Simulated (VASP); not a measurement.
Here is a VASP 6.6.1 calculation.

Contents of POSCAR:

```
InSb
1.0
    0.0000000000      3.3874089927      3.2795130145
    3.3874089927      0.0000000000      3.2795130145
    3.3874089927      3.3874089927      0.0000000000
In Sb
1 1
Direct
    0.0000000000      0.0000000000      0.0000000000
    0.2500000000      0.2500000000      0.2500000000
```

INCAR.step1

```
ALGO = Normal ; EDIFF = 1E-5
ENCUT = 520 ; GGA = PE
ISIF = 2 ; ISMEAR = -1
LASPH = T ; LCHARG = F
LREAL = F ; LWAVE = T
NBANDS = 16 ; NELM = 60
PREC = Accurate ; SIGMA = 0.02
```

The input INCAR.step2:

```
ALGO = Normal ; EDIFF = 1E-7
ENCUT = 520 ; GGA = PE
HFSCREEN = 0.2079 ; ISIF = 2
ISMEAR = -1 ; ISTART = 1
LASPH = T ; LCHARG = F
LHFCALC = T ; LREAL = F
LWAVE = F ; NBANDS = 16
NELM = 60 ; PREC = Accurate
PRECFOCK = Normal ; SIGMA = 0.02
```

KPOINTS

```
k-points
0
Gamma
  4 4 4
```

Potentials or basis: VASP PAW PBE potentials, release 64 (In_d, Sb).

The run is started by

```bash
$ cat potpaw_PBE.64/In_d/POTCAR potpaw_PBE.64/Sb/POTCAR > POTCAR
$ cp INCAR.step1 INCAR
$ mpirun -np 1 vasp_std > vasp.out
$ cp INCAR.step2 INCAR
$ mpirun -np 1 vasp_std > vasp.out
```

**Question.** What does it give for the pressure?

**Answer.** -2.5 GPa.

**Question.** Estimate the band gap on the k mesh.

**Answer.** 0.20 eV, direct.

Stress tensor (GPa, compression positive):
```
-2.79  0.00  0.00
 0.00 -2.79  0.00
 0.00  0.00 -2.05
```

Caveat: the cell differs from its parent crystal (biaxial xy strain +3.3%); the PAW data sets were made with another functional, which shifts forces and pressure a little; spin-orbit coupling is left out, which moves the levels of the heavy elements.
